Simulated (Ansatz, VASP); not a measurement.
In2Au in VASP and in Ansatz

```xyz
3
Lattice="0.0000 3.3148 3.3148 3.3148 0.0000 3.3148 3.3148 3.3148 0.0000" Properties=species:S:1:pos:R:3 pbc="T T T"
In    1.6574    1.6574    1.6574
In    4.9721    4.9721    4.9721
Au    0.0000    0.0000    0.0000
```

Change from the starting cell: volume scaled by 1.06.

Alike in both runs: task single point; functional LDA; k mesh 10 × 10 × 10; occupations fermi-dirac, width 0.05 eV; no spin polarisation.

|  | VASP | Ansatz |
| --- | --- | --- |
| version | VASP 6.6.1 | Ansatz 0.2.0 |
| potentials or method | VASP PAW LDA potentials, release 64 (In_d, Au), cutoff 520 eV | all-electron LAPW, scalar-relativistic |

|  | VASP | Ansatz | Ansatz less VASP |
| --- | --- | --- | --- |
| pressure (GPa) | -4.7 | -4.7 | -0.08 |

LDA's correlation is that of Perdew and Zunger in VASP and of Perdew and Wang (1992) in Ansatz. Ansatz ran all-electron here, and VASP with PAW potentials.

Neither program's run includes spin-orbit coupling.
